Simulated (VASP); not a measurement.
# Cd: single point with PBEsol

The system is Cd.

```
CELL_PARAMETERS angstrom
3.01807 0.00000 0.00000
-1.50904 2.61373 0.00000
0.00000 0.00000 5.69157
ATOMIC_POSITIONS crystal
Cd 0.33333 0.66667 0.25000
Cd 0.66667 0.33333 0.75000
```

```
Program             : VASP 6.6.1
Task                : single point
Functional          : PBEsol
Potentials or basis : VASP PAW PBE potentials, release 64 (Cd)
Cutoff              : 520 eV
k mesh              : 11 × 11 × 5
Occupations         : fermi-dirac, width 0.3 eV
Spin                : no spin polarisation
```

- Pressure: -2.4 GPa
- Band gap on the k mesh: zero (band 12 reaches 4.11 eV, above the bottom of band 13 at -0.37 eV)

Stress tensor (GPa, compression positive):
```
-2.41  0.00  0.00
 0.00 -2.41  0.00
 0.00  0.00 -2.50
```

Levels at points of the mesh, in eV from the Fermi level:
```
           k point  band 10  band 11  band 12  band 13  band 14  band 15
(0.00, 0.00, 0.00)    -8.34    -8.34    -3.03    -2.86    10.34    14.31
```

Wall time 13 s on 1 thread of Intel(R) Xeon(R) 6975P-C (Granite Rapids), on a shared host, peak memory 0.17 GiB.

Caveat: the PAW data sets were made with another functional, which shifts forces and pressure a little.
